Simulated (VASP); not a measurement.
ZrB2: single point with PBE

Crystal: ZrB2.

```
Zr B
1.0
     3.17096    0.00000    0.00000
    -1.58548    2.74613    0.00000
     0.00000    0.00000    3.54279
Zr B
1 2
Direct
  0.00000 0.00000 0.00000
  0.33333 0.66667 0.50000
  0.66667 0.33333 0.50000
```

```
Program             : VASP 6.6.1
Task                : single point
Functional          : PBE
Potentials or basis : VASP PAW PBE potentials, release 64 (Zr_sv, B)
Cutoff              : 520 eV
k mesh              : 12 × 12 × 10
Occupations         : gaussian, width 0.05 eV
Spin                : no spin polarisation
```

The pressure is 0.1 GPa and the band gap on the k mesh is zero (band 9 reaches 11.04 eV, above the bottom of band 10 at 9.94 eV).

Stress tensor (GPa, compression positive):
```
0.08 0.00 0.00
0.00 0.08 0.00
0.00 0.00 0.20
```

Levels at points of the mesh, in eV from the Fermi level:
```
           k point  band 5  band 6  band 7  band 8  band 9  band 10  band 11  band 12  band 13  band 14
(0.00, 0.00, 0.00)  -12.82   -2.71   -2.71   -2.69   -2.48     3.28     3.28     4.03     4.03     4.77
(0.50, 0.00, 0.00)   -9.05   -8.62   -4.00   -3.16   -2.78     2.11     2.19     4.81     4.87     6.38
(0.00, 0.00, 0.50)  -10.82   -7.06   -1.06   -1.06    0.24     0.24     0.67     0.67     1.68     4.95
(0.50, 0.00, 0.50)  -10.01   -7.11   -4.69   -4.22   -2.12     3.59     3.97     5.18     6.07     6.33
```

Run time: 16 s on 1 thread of Intel(R) Xeon(R) 6975P-C (Granite Rapids), on a shared host, peak memory 0.18 GiB.
